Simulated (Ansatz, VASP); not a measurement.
**Two plane-wave programs on Au**

INCAR

```
PREC = Accurate
ENCUT = 600
EDIFF = 1E-7
ISMEAR = 1
SIGMA = 0.1
LREAL = False
LASPH = True
NELM = 60
ALGO = Normal
ISIF = 3
LWAVE = False
LCHARG = False
IBRION = 2
NSW = 60
EDIFFG = -0.005
```

File KPOINTS:

```
regular mesh
0
Gamma
  23 23 23
```

Contents of POSCAR:

```
Au
1.0
    0.0000000000      2.0400000000      2.0400000000
    2.0400000000      0.0000000000      2.0400000000
    2.0400000000      2.0400000000      0.0000000000
Au
1
Direct
    0.0000000000      0.0000000000      0.0000000000
```

Input for Ansatz:

```yaml
crystal:
  lattice:
    - [0.0, 2.04, 2.04]
    - [2.04, 0.0, 2.04]
    - [2.04, 2.04, 0.0]
  atoms:
    - { symbol: Au, position: [0.0, 0.0, 0.0] }
kpoints:
  mp_grid: { grid: [23, 23, 23] }
scf:
  occupations: { method: cold, width: 0.1 }
hamiltonian:
  xc: lda
  pseudopotentials: { kind: paw, azcp: { folder: soft_1 } }
output:
  forces: true
  stress: true
  populations: false
relax:
  f_tol: 0.005
  max_steps: 40
  cell: {}
```

Alike in both runs: task relaxation of cell and atoms; functional LDA; k mesh 23 × 23 × 23; no spin polarisation.

|  | VASP | Ansatz |
| --- | --- | --- |
| version | VASP 6.6.1 | Ansatz 0.2.0 |
| potentials or method | VASP PAW LDA potentials, release 64 (Au) | plane-wave PAW, scalar-relativistic |
| plane-wave cutoff (eV) | 600 | 420 |
| occupations | methfessel-paxton of order 1, width 0.1 eV | cold, width 0.1 eV |
| valence electrons in the cell | 11 | 19 |

Ansatz gave:

- relaxed volume (Å³/atom): 16.57
- relaxed cell length with the largest relative difference (Å): 2.862

**Question.** Which values does VASP return?

**Answer.** Relaxed volume (Å³/atom): 16.62; relaxed cell length with the largest relative difference (Å): 2.864.

Ansatz warns that its potentials were made for another functional, while VASP's fit it. LDA's correlation is that of Perdew and Zunger in VASP and of Perdew and Wang (1992) in Ansatz. VASP's potentials hold 11 valence electrons a cell and Ansatz's 19, so a difference there can come from the potentials and not from the codes.

Spin-orbit coupling is off throughout.
